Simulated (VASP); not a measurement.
Wanted: the native input for a VASP 6.6.1 run.

* Task: single point
* Functional: PBEsol
* Potentials or basis: VASP PAW PBE potentials, release 64 (Cu)
* Cutoff: 520 eV
* k mesh: 11 × 11 × 11
* Occupations: fermi-dirac, width 0.05 eV
* Spin: no spin polarisation
* Dipole correction: no
* Further INCAR settings: ALGO = Normal; EDIFF = 1e-06; NBANDS = 18

The structure of Cu lies in POSCAR:

```
Cu
1.0
    1.1696965196     -3.8281021240      0.0000000000
    1.1696965196      3.8281021240      0.0000000000
    0.0000000000      0.0000000000      2.3928577096
Cu
2
Direct
    0.8670952931      0.1329047069      0.7500000000
    0.1329047069      0.8670952931      0.2500000000
```

One way to write it, as run:

INCAR

```
  PREC = Accurate
  ENCUT = 520
  EDIFF = 1E-6
  ISMEAR = -1
  SIGMA = 0.05
  LREAL = F
  LASPH = T
  NELM = 80
  ALGO = Normal
  ISIF = 2
  LWAVE = F
  LCHARG = F
  GGA = PS
  NBANDS = 18
```

KPOINTS

```
Automatic mesh
0
Gamma
  11 11 11
```

Potentials or basis: VASP PAW PBE potentials, release 64 (Cu).

Command:

```sh
$ cat potpaw_PBE.64/Cu/POTCAR > POTCAR
$ mpirun -np 1 vasp_std > vasp.out
```

It gave:

```json
{
 "Pressure": "20.7 GPa",
 "Largest force": "0.005 eV/Å",
 "Band gap on the k mesh": "zero (bands 11 and 12 overlap by 5.74 eV)"
}
```

Caveat: the cell stands under pressure; the PAW data sets were made with another functional, which shifts forces and pressure a little.

Run time: 110 s on 1 thread of AMD EPYC 7R13, with other jobs on the host, peak memory 0.16 GiB.
